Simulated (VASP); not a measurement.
# TiAl16 in VASP: notebook, part 2 of 2

VASP 6.6.1. The steps go on from the part before.

## 3. Single point, LDA

INCAR

```
SYSTEM = TiAl16
ALGO     = Normal         ! electronic algorithm
EDIFF    = 1E-6           ! SCF threshold, eV
ENCUT    = 520            ! plane-wave cutoff, eV
GGA      = CA             ! functional
ISIF     = 2              ! what is computed and relaxed
ISMEAR   = 0              ! smearing method
LASPH    = .True.         ! aspherical terms in the spheres
LCHARG   = .False.        ! write CHGCAR
LREAL    = Auto         
LWAVE    = .False.        ! write WAVECAR
NBANDS   = 44             ! bands
NELM     = 60             ! most SCF steps
PREC     = Accurate       ! precision mode
SIGMA    = 0.1            ! smearing width, eV
```

KPOINTS

```
k-points
0
Gamma
  2 3 1
  0 0 0
```

POSCAR

```
TiAl16
1.0
    8.1000000000      0.0000000000      0.0000000000
    0.0000000000      5.7275650000      0.0000000000
    0.0000000000      0.0000000000     16.2956740000
Al Ti
16 1
Direct
    0.2500000000      0.2499999564      0.0613659797
    0.7500000000      0.2499999564      0.0613659797
    0.2500000000      0.7500000436      0.0613659797
    0.7500000000      0.7500000436      0.0613659797
    0.0042225926     -0.0117058471      0.1393793224
    0.4957955556     -0.0115403317      0.1393641650
   -0.0025970370      0.4980921212      0.1338749781
    0.5025608642      0.4982860954      0.1338719098
    0.2500649383      0.2275609269      0.2166543096
    0.7499219753      0.2559539700      0.2243456147
    0.2498886420      0.7144007968      0.2289585567
    0.7499687654      0.7825185746      0.2302171730
    0.0222006173      0.0266361010      0.3101588188
    0.4776282716      0.0263597183      0.3101867404
   -0.0210525926      0.5168744484      0.3006708406
    0.5208281481      0.5166715699      0.3005984901
    0.2499386420      1.3657467004      0.3643380446
```

Potentials or basis: VASP PAW LDA potentials, release 64 (Al, Ti_sv).

On the command line:

```
cat potpaw_LDA.64/Al/POTCAR potpaw_LDA.64/Ti_sv/POTCAR > POTCAR
mpirun -np 1 vasp_std > vasp.out
```

OUTCAR:

```text
SYSTEM = TiAl16
   EDIFF = 1E-6
   ENCUT = 520
   GGA = CA
   ISIF = 2
   ISMEAR = 0
   LASPH = .True.
   LREAL = Auto
   NELM = 60
   PREC = Accurate

 ion  position               nearest neighbor table
   1  0.250  0.250  0.061-   9 2.53   7 2.76   8 2.76   6 2.80   5 2.80   3 2.86   3 2.86
   2  0.750  0.250  0.061-  10 2.66   7 2.73   8 2.73   6 2.85   5 2.85   4 2.86   4 2.86
   3  0.250  0.750  0.061-   5 2.73   6 2.73  11 2.74   8 2.77   7 2.77   1 2.86   1 2.86
   4  0.750  0.750  0.061-   8 2.74   7 2.74  12 2.76   5 2.78   6 2.78   2 2.86   2 2.86
   5  0.004  0.988  0.139-   9 2.73   3 2.73   4 2.78  13 2.80  12 2.80   1 2.80   7 2.81   2 2.85
                            10 2.92   7 2.92  11 2.92
   6  0.496  0.988  0.139-   9 2.72   3 2.73   4 2.78  14 2.80  12 2.80   1 2.80   8 2.81   2 2.85
                            10 2.92   8 2.92  11 2.93
   7  0.997  0.498  0.134-  15 2.72   2 2.73   4 2.74   1 2.76   3 2.77   5 2.81  10 2.85  11 2.85
                             9 2.90   5 2.92  12 3.02
   8  0.503  0.498  0.134-  16 2.72   2 2.73   4 2.74   1 2.76   3 2.77   6 2.81  10 2.85  11 2.85
                             9 2.90   6 2.92  12 3.02
   9  0.250  0.228  0.217-  17 2.53   1 2.53  14 2.65  13 2.66   6 2.72   5 2.73  11 2.80   8 2.90
                             7 2.90  11 2.95  16 3.07  15 3.07
  10  0.750  0.256  0.224-   2 2.66  16 2.69  15 2.69  12 2.71   8 2.85   7 2.85   6 2.92   5 2.92
                            13 2.92  14 2.92  12 3.02
  11  0.250  0.714  0.229-  16 2.73  15 2.73   3 2.74   9 2.80   7 2.85   8 2.85  14 2.89  13 2.89
                             5 2.92   6 2.93   9 2.95  17 2.98
  12  0.750  0.783  0.230-  15 2.66  16 2.66  10 2.71   4 2.76   5 2.80   6 2.80  13 2.92  14 2.92
                            10 3.02   8 3.02   7 3.02
  13  0.022  0.027  0.310-   9 2.66   5 2.80  17 2.82  15 2.83  11 2.89  12 2.92  10 2.92  15 2.94

  14  0.478  0.026  0.310-   9 2.65   6 2.80  17 2.82  16 2.83  11 2.89  12 2.92  10 2.92  16 2.94

  15  0.979  0.517  0.301-  17 2.58  12 2.66  10 2.69   7 2.72  11 2.73  13 2.83  13 2.94   9 3.07

  16  0.521  0.517  0.301-  17 2.58  12 2.66  10 2.69   8 2.72  11 2.73  14 2.83  14 2.94   9 3.07

  17  0.250  0.366  0.364-   9 2.53  16 2.58  15 2.58  13 2.82  14 2.82  11 2.98

  LATTYP: Found a simple orthorhombic cell.
 ALAT       =     5.7275650000
 B/A-ratio  =     1.4142135445
 C/A-ratio  =     2.8451312207

  Lattice vectors:

 A1 = (   0.0000000000,  -5.7275650000,   0.0000000000)
 A2 = (   8.1000000000,   0.0000000000,   0.0000000000)
 A3 = (   0.0000000000,   0.0000000000,  16.2956740000)

Analysis of symmetry for initial positions (statically):
=====================================================================
 Subroutine PRICEL returns:
 Original cell was already a primitive cell.

 Routine SETGRP: Setting up the symmetry group for a
 simple orthorhombic supercell.

 Subroutine GETGRP returns: Found  1 space group operations
 (whereof  1 operations were pure point group operations)
 out of a pool of  8 trial point group operations.

The static configuration has the point symmetry C_1 .

Analysis of symmetry for dynamics (positions and initial velocities):
=====================================================================
 Subroutine PRICEL returns:
 Original cell was already a primitive cell.

 Routine SETGRP: Setting up the symmetry group for a
 simple orthorhombic supercell.

 Subroutine GETGRP returns: Found  1 space group operations
 (whereof  1 operations were pure point group operations)
[... 92 lines left out ...]
  0.500000  0.333333  0.000000      2.000000
   k-points           NKPTS =      4   k-points in BZ     NKDIM =      4   number of bands    NBANDS=     44
   number of dos      NEDOS =    301   number of ions     NIONS =     17
   total plane-waves  NPLWV = 362880
   dimension x,y,z NGX =    60 NGY =   48 NGZ =  126
   dimension x,y,z NGXF=   120 NGYF=   96 NGZF=  252
   ions per type =              16   1
   NGX,Y,Z   is equivalent  to a cutoff of  12.31, 13.93, 12.85 a.u.
   NGXF,Y,Z  is equivalent  to a cutoff of  24.63, 27.86, 25.71 a.u.
 SYSTEM =  TiAl16
   PREC   = accura    normal or accurate (medium, high low for compatibility)
   ISTART =      0    job   : 0-new  1-cont  2-samecut
   ICHARG =      2    charge: 1-file 2-atom 10-const
   ISPIN  =      1    spin polarized calculation?
   LNONCOLLINEAR =      F non collinear calculations
   LSORBIT =      F    spin-orbit coupling
   LASPH  =      T    aspherical Exc in radial PAW
   ENCUT  =  520.0 eV  38.22 Ry    6.18 a.u.  15.06 10.65 30.30*2*pi/ulx,y,z
   NELM   =     60;   NELMIN=  2; NELMDL= -5     # of ELM steps
   EDIFF  = 0.1E-05   stopping-criterion for ELM
   LREAL  =      T    real-space projection
   EDIFFG = 0.1E-04   stopping-criterion for IOM
   NSW    =      0    number of steps for IOM
   IBRION =     -1    ionic relax: 0-MD 1-quasi-New 2-CG
   NFREE  =      0    steps in history (QN), initial steepest desc. (CG)
   ISIF   =      2    stress and relaxation
   ISYM   =      2    0-nonsym 1-usesym 2-fastsym
   POTIM  = 0.5000    time-step for ionic-motion
   TEBEG  =    0.0;   TEEND  =   0.0 temperature during run
   PSTRESS=    0.0 pullay stress
   NELECT =      60.0000    total number of electrons
   NUPDOWN=      -1.0000    fix difference up-down
   EMIN   =  10.00;   EMAX   =-10.00  energy-range for DOS
   EFERMI =   0.00;   METHOD = LEGACY
   ISMEAR =     0;   SIGMA  =   0.10  broadening in eV -4-tet -1-fermi 0-gaus
   EFERMI_NEDOS =   21; number of points for ismear=-14 and -15
   IALGO  =     38    algorithm
   IMIX   =      4    mixing-type and parameters
     AMIX     =   0.40;   BMIX     =  1.00
     AMIX_MAG =   1.60;   BMIX_MAG =  1.00
  volume/ion in A,a.u.               =      44.47       300.11
  Fermi-wavevector in a.u.,A,eV,Ry     =   0.703530  1.329479  6.734270  0.494955
  Thomas-Fermi vector in A             =   1.788526
   LORBIT       =      0    0 simple, 1 ext, 2 COOP (PROOUT), +10 PAW based schemes
   GGA     = CA    functional components
   LHFCALC =     F    Hartree Fock is set to
   AEXX    =    0.0000 exact exchange contribution
   IVDW    =     0    specifies the selected vdW correction
   LEPSILON=     F    determine dielectric tensor
   LRPA    =     F    only Hartree local field effects (RPA)
 non-spin polarized calculation
 Gauss-broadening in eV      SIGMA  =   0.10
  energy-cutoff  :      520.00
  volume of cell :      756.01
 maximum number of plane-waves:     20376
   NGX = 31   NGY = 21   NGZ = 61

 number of electron      60.0000004 magnetization

 Free energy of the ion-electron system (eV)
  ---------------------------------------------------
  ext. energy  EPLUGINS =         0.00000000
  ---------------------------------------------------
  free energy    TOTEN  =       -68.29113147 eV

  energy without entropy =      -68.25092961  energy(sigma->0) =      -68.27103054

 E-fermi :   0.3731     XC(G=0):  -5.0715

 val. band max:        0.3272755884   @ k =   0.5000   0.3333   0.0000
 cond. band min:       0.3771730026   @ k =   0.0000   0.0000   0.0000
 fundamental gap:      0.0498974142
 Fermi energy:         0.3731269606

 k-point     1 :       0.0000    0.0000    0.0000
  band No.  band energies     occupation
      1     -55.9507      2.00000
      2     -32.8485      2.00000
      3     -32.5729      2.00000
      4     -32.4818      2.00000
      5      -9.8891      2.00000
      6      -7.7490      2.00000
[... 169 lines left out ...]
     41       2.6815      0.00000
     42       2.7826      0.00000
 [bands above 42 left out]

------------------------ aborting loop because EDIFF is reached ----------------------------------------

  FORCE on cell =-STRESS in cart. coord.  units (eV):
  Direction    XX          YY          ZZ          XY          YZ          ZX
  --------------------------------------------------------------------------------------
  -------------------------------------------------------------------------------------
  Total       -0.5558106    -12.9060708      0.1664543     -0.0038464     -0.0140371      0.0002289
  in kB       -1.1779043    -27.3512545      0.3527591     -0.0081514     -0.0297483      0.0004851
  external PRESSURE =      -9.3921332 kB  Pullay stress =       0.0000000 kB

 VOLUME and BASIS-vectors are now :
 -----------------------------------------------------------------------------
  energy-cutoff  :      520.00
  volume of cell :      756.01
      direct lattice vectors                 reciprocal lattice vectors
     8.100000000  0.000000000  0.000000000     0.123456790  0.000000000  0.000000000
     0.000000000  5.727565000  0.000000000     0.000000000  0.174594265  0.000000000
     0.000000000  0.000000000 16.295674000     0.000000000  0.000000000  0.061365980

 POSITION                                       TOTAL-FORCE (eV/Angst)
 -----------------------------------------------------------------------------------
      2.02500      1.43189      1.00000        -0.000285      0.005614     -0.515771
      6.07500      1.43189      1.00000        -0.000540     -0.093575     -0.062991
      2.02500      4.29567      1.00000        -0.000300     -0.109419      0.326471
      6.07500      4.29567      1.00000        -0.000005      0.191174      0.206982
      0.03420      5.66052      2.27128         0.001515     -0.003651     -0.003858
      4.01594      5.66147      2.27103        -0.001517     -0.005313     -0.003660
[... 9 lines left out ...]
      4.21871      2.95927      4.89845         0.010768      0.008620      0.006979
      2.02450      2.09484      5.93713         0.000550     -0.005715      0.031652
 -----------------------------------------------------------------------------------
    total drift:                                0.002440      0.002184      0.012612

  FREE ENERGIE OF THE ION-ELECTRON SYSTEM (eV)
  ---------------------------------------------------
  free  energy   TOTEN  =       -68.2911314711 eV

  energy  without entropy=      -68.2509296139  energy(sigma->0) =      -68.27103054
```

It took 4.5 min on 1 thread of Intel Xeon Platinum 8259CL at 2.50GHz (Skylake/Cascade Lake), shared host; peak memory 0.56 GiB.

Results:

```yaml
Free_energy: -68.2911 eV
Largest_force: 0.516 eV/Å
Band_gap_on_the_k_mesh: 0.05 eV, indirect (least direct gap 0.20 eV)
```

Forces on the atoms (eV/Å):
```
Al   0.000  0.006 -0.516
Al  -0.001 -0.094 -0.063
Al   0.000 -0.109  0.326
Al   0.000  0.191  0.207
Al   0.002 -0.004 -0.004
Al  -0.002 -0.005 -0.004
Al   0.004  0.008  0.000
Al  -0.003  0.007 -0.002
Al  -0.003  0.002  0.000
Al   0.001 -0.011  0.013
Al   0.000  0.016 -0.010
Al  -0.002  0.004  0.006
Al  -0.005 -0.012  0.001
Al   0.006 -0.010  0.002
Al  -0.008  0.006  0.005
Al   0.011  0.009  0.007
Ti   0.001 -0.006  0.032
```

Levels at points of the mesh, in eV from the valence-band top:
```
           k point  band 27  band 28  band 29  band 30  band 31  band 32  band 33  band 34
(0.00, 0.00, 0.00)    -1.02    -0.76    -0.33    -0.15     0.05     0.45     0.57     0.81
(0.50, 0.00, 0.00)    -0.94    -0.90    -0.41    -0.20     0.18     0.41     0.45     0.71
```
